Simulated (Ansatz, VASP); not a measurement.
## Two plane-wave programs on FeO

```xyz
2
Lattice="0.0000 2.1554 2.1554 2.1554 0.0000 2.1554 2.1554 2.1554 0.0000" Properties=species:S:1:pos:R:3 pbc="T T T"
Fe    0.0000    0.0000    0.0000
O     2.1554    2.1554    2.1554
```

Alike in both runs: task single point; functional LDA; k mesh 8 × 8 × 8; occupations gaussian, width 0.05 eV; collinear spin; Hubbard terms Fe d U = 5.0 eV, J = 0.9 eV.

|  | VASP | Ansatz |
| --- | --- | --- |
| version | VASP 6.6.1 | Ansatz 0.2.0 |
| potentials or method | VASP PAW LDA potentials, release 64 (Fe, O), cutoff 520 eV | scalar-relativistic, plane waves, PAW |
| valence electrons in the cell | 14 | 22 |

```tsv
	VASP	Ansatz	Ansatz less VASP
pressure (GPa)	-15.7	-0.7	+15.00
traceless stress, the component that is largest in VASP (GPa)	0.00	5.47	+5.474
net moment per atom (μB)	2.00	2.00	-0.002
size of the moment on the site where the two differ most (μB)	3.79	3.43	-0.353
```

LDA's correlation is that of Perdew and Zunger in VASP and of Perdew and Wang (1992) in Ansatz. Site moments also hang on the region over which each program counts them. The programs project onto different local orbitals, so the same U acts differently, and such runs can settle in different states. VASP's potentials hold 14 valence electrons a cell and Ansatz's 22, so a difference there can come from the potentials and not from the codes. Ansatz's warnings: specified occupation not kept, symmetry narrowed by occupation matrices.
